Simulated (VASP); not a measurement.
# HC8 (a cell with a defect) in VASP: a series of runs

Runs on HC8 (a cell with a defect). Level: LDA. Tasks: single point.

All numbers are computed with VASP 6.6.1; they aren't measurements. Logs are shortened: lines on timing, memory, paths and dates and some standing lists are left out, and cuts for length are marked.

## (1) The cell of the first run

The cell holds a defect, 9 atoms: a = 7.270 Å, b = 7.270 Å, c = 3.635 Å, α = 39.49°, β = 39.49°, γ = 39.49°.

## (2) Single point, LDA

File INCAR:

```
SYSTEM = HC8
PREC = Accurate ; ENCUT = 520
EDIFF = 1E-6 ; ISMEAR = 0
SIGMA = 0.1 ; LREAL = .False.
LASPH = .True. ; NELM = 120
ALGO = Normal ; ISIF = 2
LWAVE = .False. ; LCHARG = .True.
GGA = CA ; LELF = .True.
LVHAR = .True. ; NBANDS = 26
GGA_COMPAT = .False.
```

File KPOINTS:

```
regular mesh
0
Gamma
  3 3 5
  0 0 0
```

File POSCAR:

```
HC8
1.0
    2.4560580000      1.4180060000      6.6940220000
   -2.4560580000      1.4180060000      6.6940220000
    0.0000000000     -1.4180050000      3.3470110000
C H
8 1
Direct
    0.4180000398      0.4180000398      0.8359999639
    0.0819999602      0.0819999602      0.1640000361
    0.4180000398      0.9180000398      0.8359999639
    0.0819999602      0.5819999602      0.1640000361
    0.9180000398      0.4180000398      0.8359999639
    0.5819999602      0.0819999602      0.1640000361
    0.9180000398      0.9180000398      0.8359999639
    0.5819999602      0.5819999602      0.1640000361
    0.1572253891      0.1572253891      0.2238829131
```

Potentials or basis: VASP PAW LDA potentials, release 64 (C, H).

Command:

```console
cat potpaw_LDA.64/C/POTCAR potpaw_LDA.64/H/POTCAR > POTCAR
mpirun -np 1 vasp_std > vasp.out
```

OUTCAR:

```text
SYSTEM = HC8
   PREC = Accurate
   ENCUT = 520
   EDIFF = 1E-6
   ISMEAR = 0
   LREAL = .False.
   LASPH = .True.
   NELM = 120
   ISIF = 2
   GGA = CA

 ion  position               nearest neighbor table
   1  0.418  0.418  0.836-   8 1.42   6 1.42   4 1.42
   2  0.082  0.082  0.164-   9 1.21   7 1.42   5 1.42   3 1.42
   3  0.418  0.918  0.836-   6 1.42   8 1.42   2 1.42
   4  0.082  0.582  0.164-   5 1.42   1 1.42   7 1.42
   5  0.918  0.418  0.836-   4 1.42   8 1.42   2 1.42
   6  0.582  0.082  0.164-   3 1.42   1 1.42   7 1.42
   7  0.918  0.918  0.836-   2 1.42   6 1.42   4 1.42
   8  0.582  0.582  0.164-   1 1.42   3 1.42   5 1.42
   9  0.157  0.157  0.224-   2 1.21

  LATTYP: Found a base centered monoclinic cell.
 ALAT       =     8.5080320000
 B/A-ratio  =     0.5773504378
 C/A-ratio  =     0.4272432713
 COS(beta)  =    -0.3900977234

  Lattice vectors:

 A1 = (   2.4560580000,   4.2540160000,   0.0000000000)
 A2 = (  -2.4560580000,   4.2540160000,   0.0000000000)
 A3 = (   0.0000000000,  -1.4180050000,   3.3470110000)

Analysis of symmetry for initial positions (statically):
=====================================================================
 Subroutine PRICEL returns:
 Original cell was already a primitive cell.

 Routine SETGRP: Setting up the symmetry group for a
 base centered monoclinic supercell.

 Subroutine GETGRP returns: Found  2 space group operations
 (whereof  2 operations were pure point group operations)
 out of a pool of  4 trial point group operations.

The static configuration has the point symmetry C_1h.

Analysis of symmetry for dynamics (positions and initial velocities):
=====================================================================
 Subroutine PRICEL returns:
 Original cell was already a primitive cell.

 Routine SETGRP: Setting up the symmetry group for a
 base centered monoclinic supercell.

 Subroutine GETGRP returns: Found  2 space group operations
 (whereof  2 operations were pure point group operations)
 out of a pool of  4 trial point group operations.

The dynamic configuration has the point symmetry C_1h.

 Subroutine INISYM returns: Found  2 space group operations
 (whereof  2 operations are pure point group operations),
 and found     1 'primitive' translations

----------------------------------------------------------------------------------------

                                     Primitive cell

  volume of cell :      69.9399

  direct lattice vectors                    reciprocal lattice vectors
     2.456058000  1.418006000  6.694022000     0.203578254  0.117535994  0.049795662
    -2.456058000  1.418006000  6.694022000    -0.203578254  0.117535994  0.049795662
     0.000000000 -1.418005000  3.347011000     0.000000000 -0.470143977  0.099591394

  length of vectors
     7.269999481  7.269999481  3.634999424     0.240288209  0.240288209  0.480576534

  position of ions in fractional coordinates (direct lattice)
     0.418000040  0.418000040  0.835999964
     0.081999960  0.081999960  0.164000036
     0.418000040  0.918000040  0.835999964
     0.081999960  0.581999960  0.164000036
     0.918000040  0.418000040  0.835999964
     0.581999960  0.081999960  0.164000036
     0.918000040  0.918000040  0.835999964
     0.581999960  0.581999960  0.164000036
     0.157225389  0.157225389  0.223882913

  ion indices of the primitive-cell ions
   primitive index   ion index
                 1           1
                 2           2
                 3           3
                 4           4
                 5           5
                 6           6
                 7           7
                 8           8
                 9           9

----------------------------------------------------------------------------------------

 KPOINTS: regular mesh

Automatic generation of k-mesh.
 Grid dimensions read from file:
 generate k-points for:    3    3    5

 Generating k-lattice:

  Cartesian coordinates                     Fractional coordinates (reciprocal lattice)
     0.067859418  0.039178665  0.016598554     0.333333333  0.000000000  0.000000000
    -0.067859418  0.039178665  0.016598554     0.000000000  0.333333333  0.000000000
     0.000000000 -0.094028795  0.019918279     0.000000000  0.000000000  0.200000000

  Length of vectors
     0.080096070  0.080096070  0.096115307

  Shift w.r.t. Gamma in fractional coordinates (k-lattice)
     0.000000000  0.000000000  0.000000000

 Subroutine IBZKPT returns following result:
 ===========================================

 Found     16 irreducible k-points:

 Following reciprocal coordinates:
            Coordinates               Weight
  0.000000  0.000000  0.000000      1.000000
  0.333333  0.000000  0.000000      4.000000
  0.333333  0.333333 -0.000000      2.000000
 -0.333333  0.333333  0.000000      2.000000
 -0.000000 -0.000000  0.200000      2.000000
  0.333333 -0.000000  0.200000      4.000000
[... 8 lines left out ...]
 -0.333333  0.333333  0.400000      4.000000
 -0.333333 -0.333333  0.400000      2.000000
   k-points           NKPTS =     16   k-points in BZ     NKDIM =     16   number of bands    NBANDS=     26
   number of dos      NEDOS =    301   number of ions     NIONS =      9
   total plane-waves  NPLWV =  81648
   dimension x,y,z NGX =    54 NGY =   54 NGZ =   28
   dimension x,y,z NGXF=   108 NGYF=  108 NGZF=   56
   ions per type =               8   1
   NGX,Y,Z   is equivalent  to a cutoff of  12.35, 12.35, 12.81 a.u.
   NGXF,Y,Z  is equivalent  to a cutoff of  24.70, 24.70, 25.61 a.u.
 SYSTEM =  HC8
   PREC   = accura    normal or accurate (medium, high low for compatibility)
   ISTART =      0    job   : 0-new  1-cont  2-samecut
   ICHARG =      2    charge: 1-file 2-atom 10-const
   ISPIN  =      1    spin polarized calculation?
   LNONCOLLINEAR =      F non collinear calculations
   LSORBIT =      F    spin-orbit coupling
   LASPH  =      T    aspherical Exc in radial PAW
   ENCUT  =  520.0 eV  38.22 Ry    6.18 a.u.  13.52 13.52  6.76*2*pi/ulx,y,z
   NELM   =    120;   NELMIN=  2; NELMDL= -5     # of ELM steps
   EDIFF  = 0.1E-05   stopping-criterion for ELM
   LREAL  =      F    real-space projection
   EDIFFG = 0.1E-04   stopping-criterion for IOM
   NSW    =      0    number of steps for IOM
   IBRION =     -1    ionic relax: 0-MD 1-quasi-New 2-CG
   NFREE  =      0    steps in history (QN), initial steepest desc. (CG)
   ISIF   =      2    stress and relaxation
   ISYM   =      2    0-nonsym 1-usesym 2-fastsym
   POTIM  = 0.5000    time-step for ionic-motion
   TEBEG  =    0.0;   TEEND  =   0.0 temperature during run
   PSTRESS=    0.0 pullay stress
   NELECT =      33.0000    total number of electrons
   NUPDOWN=      -1.0000    fix difference up-down
   EMIN   =  10.00;   EMAX   =-10.00  energy-range for DOS
   EFERMI =   0.00;   METHOD = LEGACY
   ISMEAR =     0;   SIGMA  =   0.10  broadening in eV -4-tet -1-fermi 0-gaus
   EFERMI_NEDOS =   21; number of points for ismear=-14 and -15
   IALGO  =     38    algorithm
   IMIX   =      4    mixing-type and parameters
     AMIX     =   0.40;   BMIX     =  1.00
     AMIX_MAG =   1.60;   BMIX_MAG =  1.00
  volume/ion in A,a.u.               =       7.77        52.44
  Fermi-wavevector in a.u.,A,eV,Ry     =   1.274494  2.408445 22.100425  1.624335
  Thomas-Fermi vector in A             =   2.407259
   LORBIT       =      0    0 simple, 1 ext, 2 COOP (PROOUT), +10 PAW based schemes
   GGA     = CA    functional components
   LHFCALC =     F    Hartree Fock is set to
   AEXX    =    0.0000 exact exchange contribution
   IVDW    =     0    specifies the selected vdW correction
   LEPSILON=     F    determine dielectric tensor
   LRPA    =     F    only Hartree local field effects (RPA)
 non-spin polarized calculation
 Gauss-broadening in eV      SIGMA  =   0.10
  energy-cutoff  :      520.00
  volume of cell :       69.94
 maximum number of plane-waves:      1899
 NGX is ok and might be reduce to    54
   NGX = 27   NGY = 27   NGZ = 13

 number of electron      33.0000001 magnetization

 Free energy of the ion-electron system (eV)
  ---------------------------------------------------
  ext. energy  EPLUGINS =         0.00000000
  ---------------------------------------------------
  free energy    TOTEN  =       -82.11714591 eV

  energy without entropy =      -82.11037330  energy(sigma->0) =      -82.11375960

 E-fermi :   5.8384     XC(G=0): -11.0075

 val. band max:        5.6407906255   @ k =  -0.3333  -0.3333   0.4000
 cond. band min:       5.8880898469   @ k =  -0.3333   0.3333   0.2000
 fundamental gap:      0.2472992214
 Fermi energy:         5.8384216465

 k-point     1 :       0.0000    0.0000    0.0000
  band No.  band energies     occupation
      1     -14.8908      2.00000
      2      -9.9645      2.00000
      3      -9.1961      2.00000
      4      -8.9920      2.00000
      5      -8.3812      2.00000
      6      -8.3371      2.00000
[... 18 lines left out ...]
     25      13.3265      0.00000
     26      13.4792      0.00000

 k-point     2 :       0.3333    0.0000    0.0000
  band No.  band energies     occupation
      1     -14.2576      2.00000
      2     -12.1698      2.00000
      3     -10.2590      2.00000
      4      -9.9754      2.00000
      5      -6.6188      2.00000
      6      -6.3374      2.00000
[... 18 lines left out ...]
     25      14.5653      0.00000
     26      14.8237      0.00000

 k-point     3 :       0.3333    0.3333   -0.0000
  band No.  band energies     occupation
      1     -14.2277      2.00000
      2     -12.0929      2.00000
      3     -10.3371      2.00000
      4     -10.1297      2.00000
      5      -6.5927      2.00000
      6      -6.3560      2.00000
[... 340 lines left out ...]
 k-point    15 :      -0.3333    0.3333    0.4000
  band No.  band energies     occupation
      1     -13.6995      2.00000
      2     -12.2756      2.00000
      3     -11.1319      2.00000
      4      -9.1924      2.00000
      5      -6.8488      2.00000
      6      -5.0718      2.00000
[... 18 lines left out ...]
     25      15.1218      0.00000
     26      15.4651      0.00000

 k-point    16 :      -0.3333   -0.3333    0.4000
  band No.  band energies     occupation
      1     -14.4808      2.00000
      2     -10.4925      2.00000
      3      -9.4970      2.00000
      4      -9.3527      2.00000
      5      -8.0247      2.00000
      6      -7.8148      2.00000
[... 18 lines left out ...]
     25      13.7285      0.00000
     26      14.7062      0.00000

------------------------ aborting loop because EDIFF is reached ----------------------------------------

  FORCE on cell =-STRESS in cart. coord.  units (eV):
  Direction    XX          YY          ZZ          XY          YZ          ZX
  --------------------------------------------------------------------------------------
  -------------------------------------------------------------------------------------
  Total        3.3566728      2.3334723     -1.0326449      0.0000000     -0.1833919      0.0000000
  in kB       76.8944006     53.4550031    -23.6557491      0.0000000     -4.2011285      0.0000000
  external PRESSURE =      35.5645516 kB  Pullay stress =       0.0000000 kB

 VOLUME and BASIS-vectors are now :
 -----------------------------------------------------------------------------
  energy-cutoff  :      520.00
  volume of cell :       69.94
      direct lattice vectors                 reciprocal lattice vectors
     2.456058000  1.418006000  6.694022000     0.203578254  0.117535994  0.049795662
    -2.456058000  1.418006000  6.694022000    -0.203578254  0.117535994  0.049795662
     0.000000000 -1.418005000  3.347011000     0.000000000 -0.470143977  0.099591394

 POSITION                                       TOTAL-FORCE (eV/Angst)
 -----------------------------------------------------------------------------------
      0.00000      0.00000      8.39430        -0.000000     -0.247713     -1.193454
      0.00000     -0.00000      1.64673        -0.000000      0.097543      3.626045
     -1.22803      0.70900     11.74132         2.259124      1.129450     -1.872106
     -1.22803      0.70900      4.99374        -0.373770     -0.079760      0.891508
      1.22803      0.70900     11.74132        -2.259124      1.129450     -1.872106
      1.22803      0.70900      4.99374         0.373770     -0.079760      0.891508
      0.00000      1.41801     15.08833        -0.000000     -2.478850     -1.511218
      0.00000      1.41801      8.34075        -0.000000      0.528919      0.992578
      0.00000      0.12843      2.85428        -0.000000      0.000720      0.047246
 -----------------------------------------------------------------------------------
    total drift:                               -0.000000      0.000011     -0.001960

  FREE ENERGIE OF THE ION-ELECTRON SYSTEM (eV)
  ---------------------------------------------------
  free  energy   TOTEN  =       -82.1171459097 eV

  energy  without entropy=      -82.1103732996  energy(sigma->0) =      -82.11375960
```

It took 43 s on 1 thread of Intel Xeon Platinum 8375C at 2.90GHz (Ice Lake), shared host; peak memory 0.21 GiB.

Results:

```yaml
Free_energy: -82.1171 eV
Pressure: 3.6 GPa
Largest_force: 3.627 eV/Å
Band_gap_on_the_k_mesh: zero (an odd number of electrons rules out a gap without spin polarisation)
```

Forces in eV/Å, atoms in the order of the input:
```
C    0.000 -0.248 -1.193
C    0.000  0.098  3.626
C    2.259  1.129 -1.872
C   -0.374 -0.080  0.892
C   -2.259  1.129 -1.872
C    0.374 -0.080  0.892
C    0.000 -2.479 -1.511
C    0.000  0.529  0.993
H    0.000  0.001  0.047
```

Caveat: the k points lie up to 0.50 Å⁻¹ apart, too coarse for converged energies and pressures of a metal.

## (3) Single point, LDA

File INCAR:

```
  PREC = Accurate
  ENCUT = 520
  EDIFF = 1E-6
  ISMEAR = 0
  SIGMA = 0.1
  LREAL = False
  LASPH = True
  NELM = 120
  ALGO = Normal
  ISIF = 2
  LWAVE = False
  LCHARG = False
  NBANDS = 26
  GGA_COMPAT = False
```

File KPOINTS:

```
regular mesh
0
Gamma
  3 3 5
```

Changes to POSCAR since step 2:

```diff
@@ -16,2 +16,2 @@
     0.5819999602      0.5819999602      0.1640000361
-    0.1572253891      0.1572253891      0.2238829131
+   -0.1572253891      0.3427746109      0.7761170869
```

Potentials or basis: VASP PAW LDA potentials, release 64 (C, H).

Command:

```console
cat potpaw_LDA.64/C/POTCAR potpaw_LDA.64/H/POTCAR > POTCAR
mpirun -np 1 vasp_std > vasp.out
```

OUTCAR:

```text
PREC = Accurate
   ENCUT = 520
   EDIFF = 1E-6
   ISMEAR = 0
   LREAL = False
   LASPH = True
   NELM = 120
   ISIF = 2

 ion  position               nearest neighbor table
   1  0.418  0.418  0.836-   8 1.42   6 1.42   4 1.42
   2  0.082  0.082  0.164-   7 1.42   3 1.42   5 1.42
   3  0.418  0.918  0.836-   6 1.42   8 1.42   2 1.42
   4  0.082  0.582  0.164-   5 1.42   1 1.42   7 1.42
   5  0.918  0.418  0.836-   9 1.21   4 1.42   2 1.42   8 1.42
   6  0.582  0.082  0.164-   3 1.42   1 1.42   7 1.42
   7  0.918  0.918  0.836-   2 1.42   6 1.42   4 1.42
   8  0.582  0.582  0.164-   1 1.42   3 1.42   5 1.42
[... 674 lines left out ...]
  in kB       76.8945873     53.4543710    -23.6650608      0.0000000     -4.2006052      0.0000000
  external PRESSURE =      35.5612992 kB  Pullay stress =       0.0000000 kB

 VOLUME and BASIS-vectors are now :
 -----------------------------------------------------------------------------
  energy-cutoff  :      520.00
  volume of cell :       69.94
      direct lattice vectors                 reciprocal lattice vectors
     2.456058000  1.418006000  6.694022000     0.203578254  0.117535994  0.049795662
    -2.456058000  1.418006000  6.694022000    -0.203578254  0.117535994  0.049795662
     0.000000000 -1.418005000  3.347011000     0.000000000 -0.470143977  0.099591394

 POSITION                                       TOTAL-FORCE (eV/Angst)
 -----------------------------------------------------------------------------------
      0.00000      0.00000      8.39430        -0.373734      0.079781     -0.891503
      0.00000     -0.00000      1.64673         2.259120     -1.129465      1.872097
     -1.22803      0.70900     11.74132         0.000000     -0.528938     -0.992582
     -1.22803      0.70900      4.99374         0.000000      2.478840      1.511204
      1.22803      0.70900     11.74132         0.000000     -0.097557     -3.626026
      1.22803      0.70900      4.99374         0.000000      0.247739      1.193465
      0.00000      1.41801     15.08833         0.373734      0.079781     -0.891503
      0.00000      1.41801      8.34075        -2.259120     -1.129465      1.872097
      1.22803      0.58058     10.53376         0.000000     -0.000716     -0.047248
 -----------------------------------------------------------------------------------
    total drift:                                0.000000     -0.000034      0.001879

  FREE ENERGIE OF THE ION-ELECTRON SYSTEM (eV)
  ---------------------------------------------------
  free  energy   TOTEN  =       -82.1171459102 eV

  energy  without entropy=      -82.1103733337  energy(sigma->0) =      -82.11375962
```

Run time: 40 s. Hardware: 1 thread of Intel Xeon Platinum 8375C at 2.90GHz (Ice Lake), shared host; peak memory 0.2 GiB.

Results:

* Free energy: -82.1171 eV
* Pressure: 3.6 GPa
* Largest force: 3.627 eV/Å
* Band gap on the k mesh: zero (an odd number of electrons rules out a gap without spin polarisation)

Forces in eV/Å, atoms in the order of the input:
```
C   -0.374  0.080 -0.892
C    2.259 -1.129  1.872
C    0.000 -0.529 -0.993
C    0.000  2.479  1.511
C    0.000 -0.098 -3.626
C    0.000  0.248  1.193
C    0.374  0.080 -0.892
C   -2.259 -1.129  1.872
H    0.000 -0.001 -0.047
```

Caveat: the k points lie up to 0.50 Å⁻¹ apart, too coarse for converged energies and pressures of a metal.

## (4) Single point, LDA

File INCAR:

```
ALGO = Normal
EDIFF = 1E-6
ENCUT = 520
GGA_COMPAT = False
ISIF = 2
ISMEAR = 0
LASPH = True
LCHARG = True
LELF = True
LREAL = False
LVHAR = True
LWAVE = False
NBANDS = 26
NELM = 120
PREC = Accurate
SIGMA = 0.1
```

File KPOINTS:

```
k-points
0
Gamma
  3 3 5
```

Changes to POSCAR since step 3:

```diff
@@ -16,2 +16,2 @@
     0.5819999602      0.5819999602      0.1640000361
-   -0.1572253891      0.3427746109      0.7761170869
+    0.0402022991      0.0370154851      0.7043721858
```

Command:

```console
cat potpaw_LDA.64/C/POTCAR potpaw_LDA.64/H/POTCAR > POTCAR
mpirun -np 1 vasp_std > vasp.out
```

Run time: 67 s. Hardware: 1 thread of Intel Xeon Platinum 8375C at 2.90GHz (Ice Lake), shared host; peak memory 0.21 GiB.

The run converged, but its numbers aren't listed here, since they failed a check.

Caveat: the k points lie up to 0.50 Å⁻¹ apart, too coarse for converged energies and pressures of a metal.

## (5) Single point, LDA

File INCAR:

```
PREC = Accurate
ENCUT = 520
EDIFF = 1E-6
ISMEAR = 0
SIGMA = 0.1
LREAL = False
LASPH = True
NELM = 120
ALGO = Normal
ISIF = 2
LWAVE = False
LCHARG = True
GGA = CA
LELF = True
LVHAR = True
NBANDS = 26
GGA_COMPAT = False
```

File KPOINTS:

```
regular mesh
0
Gamma
  3 3 5
```

Changes to POSCAR since step 4:

```diff
@@ -16,2 +16,2 @@
     0.5819999602      0.5819999602      0.1640000361
-    0.0402022991      0.0370154851      0.7043721858
+    0.0357045133     -0.0035115802      1.0484876797
```

Command:

```console
cat potpaw_LDA.64/C/POTCAR potpaw_LDA.64/H/POTCAR > POTCAR
mpirun -np 1 vasp_std > vasp.out
```

Run time: 78 s. Hardware: 1 thread of Intel Xeon Platinum 8375C at 2.90GHz (Ice Lake), shared host; peak memory 0.21 GiB.

Results (log left out):

```yaml
Free_energy: -82.4198 eV
Pressure: 2.7 GPa
Largest_force: 3.186 eV/Å
Band_gap_on_the_k_mesh: zero (an odd number of electrons rules out a gap without spin polarisation)
```

Forces in eV/Å, atoms in the order of the input:
```
C   -0.132  0.094 -0.892
C    0.181  0.003 -3.181
C    1.868  1.361  0.256
C    0.184 -0.598  0.802
C   -1.945  1.256  0.076
C    0.058 -0.521  0.817
C   -0.114 -1.879  1.042
C    0.178  0.253  0.905
H   -0.276  0.031  0.173
```

Stress tensor (GPa, compression positive):
```
 7.08 -0.09  0.38
-0.09  3.63 -1.06
 0.38 -1.06 -2.56
```

Levels at points of the mesh, in eV from the Fermi level:
| k point | band 14 | band 15 | band 16 | band 17 | band 18 | band 19 | band 20 | band 21 |
| --- | --- | --- | --- | --- | --- | --- | --- | --- |
| (0.00, 0.00, 0.00) | -3.63 | -3.07 | -2.64 | -0.80 | 0.45 | 1.10 | 2.08 | 6.37 |

Caveat: the k points lie up to 0.50 Å⁻¹ apart, too coarse for converged energies and pressures of a metal.

The gap in the log of VASP goes by the Fermi energy; the results here count the filled bands.